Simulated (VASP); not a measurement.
Write the native input for VASP 6.6.1 that does the following.

* Task: single point
* Functional: r2SCANh
* Potentials or basis: VASP PAW PBE potentials, release 64 (Al)
* Cutoff: 520 eV
* k mesh: 6 × 6 × 6
* Occupations: fermi-dirac, width 0.05 eV
* Spin: no spin polarisation
* Dipole correction: no
* Grid for exact exchange (PRECFOCK): Normal
* Further INCAR settings: ALGO = Normal; EDIFF = 1e-06; NBANDS = 8

The system is Al.

```
Al
1.0
    -1.59122    1.59122    1.59122
     1.59122   -1.59122    1.59122
     1.59122    1.59122   -1.59122
Al
1
Direct
  0.00000 0.00000 0.00000
```

These files were run (other wordings do the same):

POSCAR

```
Al
1.0
   -1.5912186900      1.5912186900      1.5912186900
    1.5912186900     -1.5912186900      1.5912186900
    1.5912186900      1.5912186900     -1.5912186900
Al
1
Direct
    0.0000000000      0.0000000000      0.0000000000
```

INCAR.step1

```
PREC = Accurate
ENCUT = 520
EDIFF = 1E-5
ISMEAR = -1
SIGMA = 0.05
LREAL = False
LASPH = True
NELM = 100
ALGO = Normal
ISIF = 2
LWAVE = True
LCHARG = False
GGA = PE
NBANDS = 8
```

INCAR.step2

```
PREC = Accurate
ENCUT = 520
EDIFF = 1E-6
ISMEAR = -1
SIGMA = 0.05
LREAL = False
LASPH = True
NELM = 100
ALGO = Normal
ISIF = 2
LWAVE = False
LCHARG = False
METAGGA = R2SCAN
LHFCALC = True
AEXX = 0.1
LMIXTAU = True
PRECFOCK = Normal
ISTART = 1
NBANDS = 8
```

KPOINTS

```
regular mesh
0
Gamma
  6 6 6
```

Potentials or basis: VASP PAW PBE potentials, release 64 (Al).

Run with:

```bash
$ cat potpaw_PBE.64/Al/POTCAR > POTCAR
$ cp INCAR.step1 INCAR
$ mpirun -np 1 vasp_std > vasp.out
$ cp INCAR.step2 INCAR
$ mpirun -np 1 vasp_std > vasp.out
```

Results of the run:

The pressure is 1.2 GPa.

Caveat: the k points lie up to 0.47 Å⁻¹ apart; the PAW data sets were made with another functional, which shifts forces and pressure a little.

Wall time 110 s on 1 thread of AMD EPYC 7R13 Processor (Zen 3), on a shared host, peak memory 0.1 GiB.
